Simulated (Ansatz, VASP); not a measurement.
## One calculation of Se, two programs

File INCAR:

```
SYSTEM = Se
PREC = Accurate
ENCUT = 520
EDIFF = 1E-6
ISMEAR = -1
SIGMA = 0.1
LREAL = .FALSE.
LASPH = .TRUE.
NELM = 80
ALGO = Normal
ISIF = 2
LWAVE = .FALSE.
LCHARG = .FALSE.
GGA = RE
NBANDS = 13
```

The input KPOINTS:

```
regular mesh
0
G
  11 11 9
  0 0 0
```

Contents of POSCAR:

```
Se
1.0
    3.7493197880      0.0000000000      0.0000000000
   -1.8746598940      3.2470061833      0.0000000000
    0.0000000000      0.0000000000      3.9065810766
Se
2
Direct
    0.3333333333      0.6666666667      0.2500000000
    0.6666666667      0.3333333333      0.7500000000
```

Input for Ansatz:

```yaml
crystal:
  lattice:
    - [3.749319788, 0.0, 0.0]
    - [-1.874659894, 3.2470061833, 0.0]
    - [0.0, 0.0, 3.9065810766]
  atoms:
    - { symbol: Se, position: [0.3333333333, 0.6666666667, 0.25] }
    - { symbol: Se, position: [0.6666666667, 0.3333333333, 0.75] }
hamiltonian:
  xc: revpbe
  pseudopotentials:
    kind: paw
    azcp:
      Se: "pseudopotentials/Se.paw.azcp"
basis:
  ecutwfc: 420
  fft_grid_basis: typed
kpoints:
  mp_grid: { grid: [11, 11, 9], shift: [0, 0, 0] }
magnetization:
  spin_polarized: false
scf:
  occupations: { method: fermi_dirac, width: 0.1 }
  lower_state_search: "off"
output:
  stress: true
```

Alike in both runs: task single point; functional revPBE; k mesh 11 × 11 × 9; occupations fermi-dirac, width 0.1 eV; no spin polarisation.

```csv
,VASP,Ansatz
version,VASP 6.6.1,Ansatz 0.2.0
potentials or method,"VASP PAW PBE potentials, release 64 (Se), cutoff 520 eV","plane waves (420 eV) with PAW, scalar-relativistic"
valence electrons in the cell,12,32
```

|  | VASP | Ansatz | Ansatz less VASP |
| --- | --- | --- | --- |
| pressure (GPa) | -2.3 | -2.3 | +0.01 |
| traceless stress, the component that is largest in VASP (GPa) | -1.25 | -1.25 | +0.001 |

VASP's potentials were made for PBE, not for revPBE. VASP's potentials hold 12 valence electrons a cell and Ansatz's 32, so a difference there can come from the potentials and not from the codes.
